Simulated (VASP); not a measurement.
CdTe: single point with PBE

CdTe:

```
Cd Te
1.0
     0.00000    3.28688    3.28688
     3.28688    0.00000    3.28688
     3.28688    3.28688    0.00000
Cd Te
1 1
Direct
  0.00000 0.00000 0.00000
  0.25000 0.25000 0.25000
```

* Program: VASP 6.6.1
* Task: single point
* Functional: PBE
* Potentials or basis: VASP PAW PBE potentials, release 64 (Cd, Te)
* Cutoff: 520 eV
* k mesh: 10 × 10 × 10
* Occupations: gaussian, width 0.05 eV
* Spin: no spin polarisation

The pressure is 0.9 GPa. The band gap on the k mesh is 0.64 eV.

Levels at points of the mesh, in eV from the valence-band top:
| k point | band 6 | band 7 | band 8 | band 9 | band 10 | band 11 | band 12 | band 13 |
| --- | --- | --- | --- | --- | --- | --- | --- | --- |
| (0.00, 0.00, 0.00) | -7.92 | 0.00 | 0.00 | 0.00 | 0.64 | 4.63 | 4.63 | 4.63 |
| (0.50, 0.00, 0.00) | -7.60 | -4.19 | -0.71 | -0.71 | 1.78 | 5.20 | 5.20 | 7.04 |
| (0.50, 0.50, 0.00) | -7.47 | -4.10 | -1.72 | -1.72 | 2.67 | 2.70 | 8.62 | 8.91 |

It took 77 s on 1 thread of Intel Xeon 8259CL, with other jobs on the host, peak memory 0.24 GiB.

Caveat: spin-orbit coupling is left out, which moves the levels of the heavy elements.
